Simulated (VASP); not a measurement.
# HgTe (F-43m) in VASP: further runs

Aim: see how the results for HgTe move with the level of theory and the settings. Levels: PBE-based screened hybrid with 100 % exact exchange, PBE-based screened hybrid with 40 % exact exchange. Tasks: single point.

Program: VASP 6.6.1. These are calculated values, not measurements. Logs are shortened: lines on timing, memory, paths and dates and some standing lists are left out, and cuts for length are marked.

## Step 1: The cell of the first run

The structure is cubic, space group F-43m (No. 216). Conventional cell: a = 6.578 Å, b = 6.578 Å, c = 6.578 Å, α = 90.00°, β = 90.00°, γ = 90.00°. Within 3.8 Å of Hg (site symmetry -43m) lie 4 Te at 2.85 Å. Within 3.8 Å of Te (site symmetry -43m) lie 4 Hg at 2.85 Å.

## Step 2: Single point, PBE-based screened hybrid with 100 % exact exchange

POSCAR reads:

```
HgTe
1.0
    0.0000000000      3.2891972858      3.2891972858
    3.2891972858      0.0000000000      3.2891972858
    3.2891972858      3.2891972858      0.0000000000
Hg Te
1 1
Direct
    0.0000000000      0.0000000000      0.0000000000
    0.2500000000      0.2500000000      0.2500000000
```

INCAR.step1 reads:

```
PREC = Accurate
ENCUT = 400
EDIFF = 1E-5
ISMEAR = -1
SIGMA = 0.02
LREAL = F
LASPH = T
NELM = 120
ALGO = Normal
ISIF = 2
LWAVE = T
LCHARG = F
GGA = PE
NBANDS = 16
GGA_COMPAT = F
```

INCAR.step2 reads:

```
PREC = Accurate
ENCUT = 400
EDIFF = 1E-6
ISMEAR = -1
SIGMA = 0.02
LREAL = F
LASPH = T
NELM = 120
ALGO = Normal
ISIF = 2
LWAVE = F
LCHARG = F
GGA = PE
LHFCALC = T
AEXX = 1.0
HFSCREEN = 0.1
PRECFOCK = Normal
ISTART = 1
NBANDS = 16
ALDAC = 1.0
AGGAC = 1.0
GGA_COMPAT = F
```

KPOINTS reads:

```
regular mesh
0
Gamma
  4 4 4
```

Potentials or basis: VASP PAW PBE potentials, release 64 (Hg, Te).

Run with:

```console
$ cat potpaw_PBE.64/Hg/POTCAR potpaw_PBE.64/Te/POTCAR > POTCAR
$ cp INCAR.step1 INCAR
$ mpirun -np 1 vasp_std > vasp.out
$ cp INCAR.step2 INCAR
$ mpirun -np 1 vasp_std > vasp.out
```

OUTCAR:

```text
PREC = Accurate
   ENCUT = 400
   EDIFF = 1E-6
   ISMEAR = -1
   LREAL = F
   LASPH = T
   NELM = 120
   ISIF = 2
   GGA = PE
   LHFCALC = T
   AEXX = 1.0
   HFSCREEN = 0.1
   PRECFOCK = Normal
   ISTART = 1

 ion  position               nearest neighbor table
   1  0.000  0.000  0.000-   2 2.85   2 2.85   2 2.85   2 2.85
   2  0.250  0.250  0.250-   1 2.85   1 2.85   1 2.85   1 2.85

  LATTYP: Found a face centered cubic cell.
 ALAT       =     6.5783945716

  Lattice vectors:

 A1 = (   0.0000000000,   3.2891972858,   3.2891972858)
 A2 = (   3.2891972858,   0.0000000000,   3.2891972858)
 A3 = (   3.2891972858,   3.2891972858,   0.0000000000)

Analysis of symmetry for initial positions (statically):
=====================================================================
 Subroutine PRICEL returns:
 Original cell was already a primitive cell.

 Routine SETGRP: Setting up the symmetry group for a
 face centered cubic supercell.

 Subroutine GETGRP returns: Found 24 space group operations
 (whereof 24 operations were pure point group operations)
 out of a pool of 48 trial point group operations.

The static configuration has the point symmetry T_d .

Analysis of symmetry for dynamics (positions and initial velocities):
=====================================================================
 Subroutine PRICEL returns:
 Original cell was already a primitive cell.

 Routine SETGRP: Setting up the symmetry group for a
 face centered cubic supercell.

 Subroutine GETGRP returns: Found 24 space group operations
 (whereof 24 operations were pure point group operations)
 out of a pool of 48 trial point group operations.

The dynamic configuration has the point symmetry T_d .

 Subroutine INISYM returns: Found 24 space group operations
 (whereof 24 operations are pure point group operations),
 and found     1 'primitive' translations

----------------------------------------------------------------------------------------

                                     Primitive cell

  volume of cell :      71.1705

  direct lattice vectors                    reciprocal lattice vectors
     0.000000000  3.289197286  3.289197286    -0.152012773  0.152012773  0.152012773
     3.289197286  0.000000000  3.289197286     0.152012773 -0.152012773  0.152012773
     3.289197286  3.289197286  0.000000000     0.152012773  0.152012773 -0.152012773

  length of vectors
     4.651627411  4.651627411  4.651627411     0.263293846  0.263293846  0.263293846

  position of ions in fractional coordinates (direct lattice)
     0.000000000  0.000000000  0.000000000
     0.250000000  0.250000000  0.250000000

  ion indices of the primitive-cell ions
   primitive index   ion index
                 1           1
                 2           2

----------------------------------------------------------------------------------------

 KPOINTS: regular mesh

Automatic generation of k-mesh.
 Grid dimensions read from file:
 generate k-points for:    4    4    4

 Generating k-lattice:

  Cartesian coordinates                     Fractional coordinates (reciprocal lattice)
    -0.038003193  0.038003193  0.038003193     0.250000000  0.000000000  0.000000000
     0.038003193 -0.038003193  0.038003193     0.000000000  0.250000000  0.000000000
     0.038003193  0.038003193 -0.038003193     0.000000000  0.000000000  0.250000000

  Length of vectors
     0.065823462  0.065823462  0.065823462

  Shift w.r.t. Gamma in fractional coordinates (k-lattice)
     0.000000000  0.000000000  0.000000000

 Subroutine IBZKPT returns following result:
 ===========================================

 Found      8 irreducible k-points:

 Following reciprocal coordinates:
            Coordinates               Weight
  0.000000  0.000000  0.000000      1.000000
  0.250000  0.000000  0.000000      8.000000
  0.500000  0.000000  0.000000      4.000000
  0.250000  0.250000  0.000000      6.000000
  0.500000  0.250000  0.000000     24.000000
 -0.250000  0.250000  0.000000     12.000000
  0.500000  0.500000  0.000000      3.000000
 -0.250000  0.500000  0.250000      6.000000
   k-points           NKPTS =      8   k-points in BZ     NKDIM =     64   number of bands    NBANDS=     16
   number of dos      NEDOS =    301   number of ions     NIONS =      2
   total plane-waves  NPLWV =  27000
   dimension x,y,z NGX =    30 NGY =   30 NGZ =   30
   dimension x,y,z NGXF=    60 NGYF=   60 NGZF=   60
   ions per type =               1   1
   NGX,Y,Z   is equivalent  to a cutoff of  10.72, 10.72, 10.72 a.u.
   NGXF,Y,Z  is equivalent  to a cutoff of  21.44, 21.44, 21.44 a.u.
 SYSTEM =  unknown system
   PREC   = accura    normal or accurate (medium, high low for compatibility)
   ISTART =      1    job   : 0-new  1-cont  2-samecut
   ICHARG =      0    charge: 1-file 2-atom 10-const
   ISPIN  =      1    spin polarized calculation?
   LNONCOLLINEAR =      F non collinear calculations
   LSORBIT =      F    spin-orbit coupling
   LASPH  =      T    aspherical Exc in radial PAW
   ENCUT  =  400.0 eV  29.40 Ry    5.42 a.u.   7.59  7.59  7.59*2*pi/ulx,y,z
   NELM   =    120;   NELMIN=  2; NELMDL=  0     # of ELM steps
   EDIFF  = 0.1E-05   stopping-criterion for ELM
   LREAL  =      F    real-space projection
   EDIFFG = 0.1E-04   stopping-criterion for IOM
   NSW    =      0    number of steps for IOM
   IBRION =     -1    ionic relax: 0-MD 1-quasi-New 2-CG
   NFREE  =      0    steps in history (QN), initial steepest desc. (CG)
   ISIF   =      2    stress and relaxation
   ISYM   =      3    0-nonsym 1-usesym 2-fastsym
   POTIM  = 0.5000    time-step for ionic-motion
   TEBEG  =    0.0;   TEEND  =   0.0 temperature during run
   PSTRESS=    0.0 pullay stress
   NELECT =      18.0000    total number of electrons
   NUPDOWN=      -1.0000    fix difference up-down
   EMIN   =  10.00;   EMAX   =-10.00  energy-range for DOS
   EFERMI =   0.00;   METHOD = LEGACY
   ISMEAR =    -1;   SIGMA  =   0.02  broadening in eV -4-tet -1-fermi 0-gaus
   EFERMI_NEDOS =   21; number of points for ismear=-14 and -15
   IALGO  =     38    algorithm
   IMIX   =      1    mixing-type and parameters
     AMIX     =   0.40;   BMIX     =  1.00
     AMIX_MAG =   1.60;   BMIX_MAG =  1.00
  volume/ion in A,a.u.               =      35.59       240.14
  Fermi-wavevector in a.u.,A,eV,Ry     =   1.035299  1.956431 14.583320  1.071844
  Thomas-Fermi vector in A             =   2.169635
   LORBIT       =      0    0 simple, 1 ext, 2 COOP (PROOUT), +10 PAW based schemes
   GGA     = PE    functional components
   LHFCALC =     T    Hartree Fock is set to
   PRECFOCK=normal    Normal, Fast or Accurate (Low or Medium for compatibility)
   ENCUT4O =  -1.0   cutoff for four orbital integrals eV
   NKREDX  =     1    reduce k-point grid by
   NKREDY  =     1    reduce k-point grid by
   NKREDZ  =     1    reduce k-point grid by
   AEXX    =    1.0000 exact exchange contribution
   HFSCREEN=    0.1000 screening length (either q_TF or 0.3 A-1)
   HFSCREENC=   0.1000 screening length for correlation (either q_TF or 0.3 A-1)
   ENCUTFOCK=  -1.0 apply spherical cutoff to Coloumb kernel
   IVDW    =     0    specifies the selected vdW correction
   LEPSILON=     F    determine dielectric tensor
   LRPA    =     F    only Hartree local field effects (RPA)
 non-spin polarized calculation
  energy-cutoff  :      400.00
  volume of cell :       71.17
 maximum number of plane-waves:      1308
  NGX = 24; NGY = 24; NGZ = 24

 number of electron      18.0000010 magnetization

 Free energy of the ion-electron system (eV)
  ---------------------------------------------------
  ext. energy  EPLUGINS =         0.00000000
  ---------------------------------------------------
  free energy    TOTEN  =       -11.97279543 eV

  energy without entropy =      -11.97279543  energy(sigma->0) =      -11.97279543

 E-fermi :  -0.0161     XC(G=0):  -2.1754

 val. band max:       -0.5359026510   @ k =   0.0000   0.0000   0.0000
 cond. band min:       2.9005522736   @ k =   0.0000   0.0000   0.0000
 fundamental gap:      3.4364549246
 Fermi energy:        -0.0160601836

 k-point     1 :       0.0000    0.0000    0.0000
  band No.  band energies     occupation
      1     -15.7034      2.00000
      2     -11.8954      2.00000
      3     -11.8954      2.00000
      4     -11.8954      2.00000
      5     -11.3813      2.00000
      6     -11.3813      2.00000
[... 8 lines left out ...]
     15      14.6017      0.00000
     16      14.6017      0.00000

 k-point     2 :       0.2500    0.0000    0.0000
  band No.  band energies     occupation
      1     -15.3947      2.00000
      2     -11.8299      2.00000
      3     -11.8299      2.00000
      4     -11.5811      2.00000
      5     -11.3834      2.00000
      6     -11.3834      2.00000
[... 8 lines left out ...]
     15      13.3457      0.00000
     16      13.3457      0.00000

 k-point     3 :       0.5000    0.0000    0.0000
  band No.  band energies     occupation
      1     -15.0912      2.00000
      2     -11.7745      2.00000
      3     -11.7745      2.00000
      4     -11.3710      2.00000
      5     -11.3710      2.00000
      6     -10.8568      2.00000
[... 8 lines left out ...]
     15      13.8810      0.00000
     16      15.4881      0.00000

 k-point     4 :       0.2500    0.2500    0.0000
  band No.  band energies     occupation
      1     -15.2932      2.00000
      2     -11.7538      2.00000
      3     -11.7538      2.00000
      4     -11.6341      2.00000
      5     -11.3608      2.00000
      6     -11.3598      2.00000
[... 8 lines left out ...]
     15      15.0689      0.00000
     16      15.3180      0.00000

 k-point     5 :       0.5000    0.2500    0.0000
  band No.  band energies     occupation
      1     -14.9971      2.00000
      2     -11.7088      2.00000
      3     -11.6817      2.00000
      4     -11.4569      2.00000
      5     -11.3602      2.00000
      6     -10.7866      2.00000
[... 8 lines left out ...]
     15      14.8581      0.00000
     16      15.7629      0.00000

 k-point     6 :      -0.2500    0.2500    0.0000
  band No.  band energies     occupation
      1     -15.0938      2.00000
      2     -11.7510      2.00000
      3     -11.7329      2.00000
      4     -11.3992      2.00000
      5     -11.3963      2.00000
      6     -11.0267      2.00000
[... 8 lines left out ...]
     15      13.9999      0.00000
     16      15.5530      0.00000

 k-point     7 :       0.5000    0.5000    0.0000
  band No.  band energies     occupation
      1     -14.9012      2.00000
      2     -11.5920      2.00000
      3     -11.5920      2.00000
      4     -11.5746      2.00000
      5     -11.3376      2.00000
      6     -10.6162      2.00000
[... 8 lines left out ...]
     15      14.6887      0.00000
     16      15.7773      0.00000

 k-point     8 :      -0.2500    0.5000    0.2500
  band No.  band energies     occupation
      1     -14.9053      2.00000
      2     -11.6542      2.00000
      3     -11.6536      2.00000
      4     -11.4325      2.00000
      5     -11.3918      2.00000
      6     -10.4891      2.00000
[... 8 lines left out ...]
     15      15.2630      0.00000
     16      16.6156      0.00000

------------------------ aborting loop because EDIFF is reached ----------------------------------------

  FORCE on cell =-STRESS in cart. coord.  units (eV):
  Direction    XX          YY          ZZ          XY          YZ          ZX
  --------------------------------------------------------------------------------------
  -------------------------------------------------------------------------------------
  Total       -2.3905749     -2.3905749     -2.3905749     -0.0000000      0.0000000     -0.0000000
  in kB      -53.8162178    -53.8162178    -53.8162178     -0.0000000      0.0000000     -0.0000000
  external PRESSURE =     -53.8162178 kB  Pullay stress =       0.0000000 kB

 VOLUME and BASIS-vectors are now :
 -----------------------------------------------------------------------------
  energy-cutoff  :      400.00
  volume of cell :       71.17
      direct lattice vectors                 reciprocal lattice vectors
     0.000000000  3.289197286  3.289197286    -0.152012773  0.152012773  0.152012773
     3.289197286  0.000000000  3.289197286     0.152012773 -0.152012773  0.152012773
     3.289197286  3.289197286  0.000000000     0.152012773  0.152012773 -0.152012773

 POSITION                                       TOTAL-FORCE (eV/Angst)
 -----------------------------------------------------------------------------------
      0.00000      0.00000      0.00000         0.000000      0.000000      0.000000
      1.64460      1.64460      1.64460        -0.000000     -0.000000     -0.000000
 -----------------------------------------------------------------------------------
    total drift:                               -0.000004     -0.000002     -0.000001

  FREE ENERGIE OF THE ION-ELECTRON SYSTEM (eV)
  ---------------------------------------------------
  free  energy   TOTEN  =       -11.9727954303 eV

  energy  without entropy=      -11.9727954303  energy(sigma->0) =      -11.97279543
```

Wall time 16 min (1 thread of Intel Xeon 8259CL, shared host); peak memory 0.27 GiB.

What came out:

- Free energy: -11.9728 eV
- Pressure: -5.4 GPa
- Band gap on the k mesh: 3.44 eV

Caveat: the cell stands under tension; the PAW data sets were made with another functional, which shifts forces and pressure a little; spin-orbit coupling is left out, which moves the levels of the heavy elements.

## Step 3: Single point, PBE-based screened hybrid with 40 % exact exchange

POSCAR is that of step 2.

INCAR.step1 reads:

```
SYSTEM = HgTe
ALGO     = Normal         ! electronic algorithm
EDIFF    = 1E-5           ! SCF threshold, eV
ENCUT    = 400            ! plane-wave cutoff, eV
GGA      = PE             ! functional
GGA_COMPAT= .False.      
ISIF     = 2              ! what is computed and relaxed
ISMEAR   = -1             ! smearing method
LASPH    = .True.         ! aspherical terms in the spheres
LCHARG   = .False.        ! write CHGCAR
LREAL    = .False.        ! projectors in reciprocal space
LWAVE    = .True.         ! write WAVECAR
NBANDS   = 16             ! bands
NELM     = 120            ! most SCF steps
PREC     = Accurate       ! precision mode
SIGMA    = 0.02           ! smearing width, eV
```

INCAR.step2 reads:

```
SYSTEM = HgTe
AEXX     = 0.4            ! exact-exchange fraction
ALGO     = Normal         ! electronic algorithm
EDIFF    = 1E-6           ! SCF threshold, eV
ENCUT    = 400            ! plane-wave cutoff, eV
GGA      = PE             ! functional
GGA_COMPAT= .False.      
HFSCREEN = 0.3            ! screening, 1/A
ISIF     = 2              ! what is computed and relaxed
ISMEAR   = -1             ! smearing method
ISTART   = 1            
LASPH    = .True.         ! aspherical terms in the spheres
LCHARG   = .False.        ! write CHGCAR
LHFCALC  = .True.         ! exact exchange
LREAL    = .False.        ! projectors in reciprocal space
LWAVE    = .False.        ! write WAVECAR
NBANDS   = 16             ! bands
NELM     = 120            ! most SCF steps
PREC     = Accurate       ! precision mode
PRECFOCK = Normal       
SIGMA    = 0.02           ! smearing width, eV
```

KPOINTS reads:

```
k-points
0
Gamma
  4 4 4
  0 0 0
```

Potentials or basis: VASP PAW PBE potentials, release 64 (Hg, Te).

Run with:

```console
$ cat potpaw_PBE.64/Hg/POTCAR potpaw_PBE.64/Te/POTCAR > POTCAR
$ cp INCAR.step1 INCAR
$ mpirun -np 1 vasp_std > vasp.out
$ cp INCAR.step2 INCAR
$ mpirun -np 1 vasp_std > vasp.out
```

Wall time 11 min (1 thread of Intel Xeon 8259CL, shared host); peak memory 0.28 GiB.

It converged, with:

```
Free energy            : -5.1896 eV
Pressure               : -0.5 GPa
Band gap on the k mesh : zero (filled and empty bands touch)
```

Levels at points of the mesh, in eV from the Fermi level:
```tsv
k point	band 5	band 6	band 7	band 8	band 9	band 10	band 11	band 12	band 13	band 14
(0.00, 0.00, 0.00)	-8.21	-8.21	-0.04	-0.02	-0.02	-0.02	5.28	5.28	5.28	7.63
(0.50, 0.00, 0.00)	-8.19	-7.85	-5.59	-0.99	-0.99	1.53	6.07	6.07	7.89	9.02
(0.50, 0.50, 0.00)	-8.16	-7.69	-5.63	-2.27	-2.27	2.78	3.33	9.31	10.13	10.13
```

Caveat: the k points lie up to 0.41 Å⁻¹ apart; the PAW data sets were made with another functional, which shifts forces and pressure a little; spin-orbit coupling is left out, which moves the levels of the heavy elements.
